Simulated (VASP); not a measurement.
A run of VASP 6.6.1 is set up as follows.

The input INCAR:

```
SYSTEM = Ge2Bi2S
ALGO = Fast
EDIFF = 1E-7
ENCUT = 520
GGA = PE
ISIF = 2
ISMEAR = 0
LASPH = .TRUE.
LCHARG = .FALSE.
LREAL = .FALSE.
LWAVE = .FALSE.
NBANDS = 75
NELM = 80
PREC = Accurate
SIGMA = 0.1
```

File KPOINTS:

```
k-points
0
G
  6 6 6
  0 0 0
```

POSCAR

```
Ge2Bi2S
1.0
    6.0508016072     -3.6869846919      0.0000000000
    6.0508016072      3.6869846919      0.0000000000
    0.0000000000      0.0000000000      7.0919977547
Ge Bi S
4 4 2
Direct
    0.0046263822      0.2991502644      0.7821512810
    0.7008497356      0.9953736178      0.7821512810
    0.9953736178      0.7008497356      0.2821512810
    0.2991502644      0.0046263822      0.2821512810
    0.3545979204      0.9204676699      0.6721514643
    0.0795323301      0.6454020796      0.6721514643
    0.6454020796      0.0795323301      0.1721514643
    0.9204676699      0.3545979204      0.1721514643
    0.7091814405      0.2908185595      0.6544945093
    0.2908185595      0.7091814405      0.1544945093
```

Potentials or basis: VASP PAW PBE potentials, release 64 (Ge_d, Bi_d, S).

Launch:

```console
$ cat potpaw_PBE.64/Ge_d/POTCAR potpaw_PBE.64/Bi_d/POTCAR potpaw_PBE.64/S/POTCAR > POTCAR
$ mpirun -np 1 vasp_std > vasp.out
```

Task: Predict the band gap on the k mesh.

Result: Zero (bands 64 and 65 overlap by 0.32 eV).

Task: Predict the pressure.

Result: 0.0 GPa.

Task: Estimate the largest force.

Result: 0.019 eV/Å.

Forces on the atoms (eV/Å):
```
Ge  -0.013  0.009 -0.008
Ge   0.013  0.009 -0.008
Ge   0.013 -0.009 -0.008
Ge  -0.013 -0.009 -0.008
Bi  -0.006 -0.003  0.000
Bi   0.006 -0.003  0.000
Bi   0.006  0.003  0.000
Bi  -0.006  0.003  0.000
S    0.000 -0.011  0.016
S    0.000  0.011  0.016
```

Caveat: spin-orbit coupling is left out, which moves the levels of the heavy elements.
